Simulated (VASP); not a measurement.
Crystal: BN.

```
N B
1.0
     2.48147    0.00000    0.00000
    -1.24074    2.14902    0.00000
     0.00000    0.00000    6.59116
N B
2 2
Direct
  0.66667 0.33333 0.25000
  0.33333 0.66667 0.75000
  0.66667 0.33333 0.75000
  0.33333 0.66667 0.25000
```

Base run:

* Program: VASP 6.6.1
* Functional: r2SCAN
* Potentials or basis: VASP PAW PBE potentials, release 64 (N, B)
* Cutoff: 520 eV
* k mesh: 12 × 12 × 4
* Occupations: fermi-dirac, width 0.05 eV
* Spin: no spin polarisation

Its results: band gap on the k mesh 4.91 eV, indirect (least direct gap 5.35 eV); pressure 6.8 GPa.

Problem. After a change of settings the same cell gave: band gap on the k mesh 4.42 eV, indirect (least direct gap 4.78 eV); pressure 14.5 GPa. Which change was it?
A. functional from r2SCAN to PBE
B. further incar settings from ALGO = Normal; EDIFF = 1e-06; NBANDS = 16 to ALGO = Normal; EDIFF = 1e-07; NBANDS = 16; dispersion from none to D4
C. functional from r2SCAN to RPBE
D. functional from r2SCAN to PBEsol

Solution. C.

r2SCAN gives the wider gap, since meta-GGAs in the generalised Kohn-Sham scheme recover part of the derivative discontinuity.

Caveats: the PAW data sets were made with another functional, which shifts forces and pressure a little; this functional lacks dispersion, which binds the layers, so the pressure and a relaxed spacing across them are unreliable (some runs).
